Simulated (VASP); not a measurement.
Be: single point with PBEsol

The system is Be.

```
Be
1.0
    -1.27736    1.27736    1.27736
     1.27736   -1.27736    1.27736
     1.27736    1.27736   -1.27736
Be
1
Cartesian
  0.0000 0.0000 0.0000
```

This cell differs from its parent crystal: strained.

```yaml
Program: VASP 6.6.1
Task: single point
Functional: PBEsol
Potentials_or_basis: VASP PAW PBE potentials, release 64 (Be)
Cutoff: 520 eV
k_mesh: 24 × 24 × 24
Occupations: gaussian, width 0.1 eV
Spin: no spin polarisation
Dipole_correction: no
Further_INCAR_settings: ALGO = Fast; EDIFF = 1e-06; NBANDS = 7
```

```yaml
Pressure: -7.8 GPa
Band_gap_on_the_k_mesh: zero (band 1 reaches 11.20 eV, above the bottom of band 2 at 6.13 eV)
```

Levels at points of the mesh, in eV from the Fermi level:
```tsv
k point	band 1	band 2	band 3	band 4	band 5	band 6
(0.00, 0.00, 0.00)	-11.99	18.35	18.35	18.35	29.49	29.49
(0.50, 0.00, 0.00)	-5.11	0.12	11.58	14.68	19.58	24.96
(0.50, 0.50, 0.50)	3.67	3.67	3.67	9.43	9.43	17.05
```

Wall time 30 s on 1 thread of AMD EPYC 7R13, on a shared host, peak memory 0.1 GiB.

Caveat: the cell differs from its parent crystal (strained); the PAW data sets were made with another functional, which shifts forces and pressure a little.
